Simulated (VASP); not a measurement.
Set up this calculation in VASP 6.6.1, as the native input.

* Task: single point
* Functional: r2SCAN
* Potentials or basis: VASP PAW PBE potentials, release 64 (Pb_d, V_sv, F)
* Cutoff: 660 eV
* k mesh: 8 × 8 × 7
* Occupations: fermi-dirac, width 0.1 eV
* Spin: no spin polarisation
* Hubbard terms: V d U = 3.77 eV
* Dipole correction: no
* Further INCAR settings: ALGO = Normal; EDIFF = 1e-06; NBANDS = 32

VPbF3:

```
Pb V F
1.0
     3.75728    0.00000    0.00000
     0.00000    3.75728    0.00000
     0.00000    0.00000    5.31823
Pb V F
1 1 3
Direct
  0.00000 0.00000 0.08735
  0.50000 0.50000 0.51962
  0.50000 0.50000 0.14550
  0.50000 0.00000 0.70116
  0.00000 0.50000 0.70116
```

The input as run:

POSCAR

```
VPbF3
1.0
    3.7572796018      0.0000000000      0.0000000000
    0.0000000000      3.7572796018      0.0000000000
    0.0000000000      0.0000000000      5.3182327818
Pb V F
1 1 3
Direct
    0.0000000000      0.0000000000      0.0873547058
    0.5000000000      0.5000000000      0.5196180145
    0.5000000000      0.5000000000      0.1455044535
    0.5000000000      0.0000000000      0.7011614131
    0.0000000000      0.5000000000      0.7011614131
```

INCAR.step1

```
SYSTEM = VPbF3
  ALGO = Normal
  EDIFF = 1E-5
  ENCUT = 660
  GGA = PE
  GGA_COMPAT = .FALSE.
  ISMEAR = -1
  LASPH = .TRUE.
  LCHARG = .FALSE.
  LDAU = .TRUE.
  LDAUJ = 0 0 0
  LDAUL = -1 2 -1
  LDAUTYPE = 2
  LDAUU = 0 3.77 0
  LMAXMIX = 4
  LREAL = .FALSE.
  LWAVE = .TRUE.
  NBANDS = 32
  NELM = 200
  PREC = Accurate
  SIGMA = 0.1
```

INCAR.step2

```
SYSTEM = VPbF3
  ALGO = Normal
  EDIFF = 1E-6
  ENCUT = 660
  GGA_COMPAT = .FALSE.
  ISIF = 2
  ISMEAR = -1
  ISTART = 1
  LASPH = .TRUE.
  LCHARG = .FALSE.
  LDAU = .TRUE.
  LDAUJ = 0 0 0
  LDAUL = -1 2 -1
  LDAUPRINT = 1
  LDAUTYPE = 2
  LDAUU = 0 3.77 0
  LMAXMIX = 4
  LMIXTAU = .TRUE.
  LREAL = .FALSE.
  LWAVE = .FALSE.
  METAGGA = R2SCAN
  NBANDS = 32
  NELM = 200
  PREC = Accurate
  SIGMA = 0.1
```

KPOINTS

```
k-points
0
G
  8 8 7
  0 0 0
```

Potentials or basis: VASP PAW PBE potentials, release 64 (Pb_d, V_sv, F).

Command:

```bash
$ cat potpaw_PBE.64/Pb_d/POTCAR potpaw_PBE.64/V_sv/POTCAR potpaw_PBE.64/F/POTCAR > POTCAR
$ cp INCAR.step1 INCAR
$ mpirun -np 1 vasp_std > vasp.out
$ cp INCAR.step2 INCAR
$ mpirun -np 1 vasp_std > vasp.out
```

It gave:

```json
{
  "Pressure": "-0.4 GPa",
  "Largest force": "0.101 eV/Å",
  "Band gap on the k mesh": "zero (bands 24 and 25 overlap by 1.15 eV)"
}
```

Caveat: the PAW data sets were made with another functional, which shifts forces and pressure a little; spin-orbit coupling is left out, which moves the levels of the heavy elements; the run has no spin polarisation, though such a crystal can be magnetic; U without spin polarisation on a metal has little footing.

Run time: 20 min on 1 thread of Oxide Virtual Turin-like Processor, with other jobs on the host, peak memory 0.32 GiB.
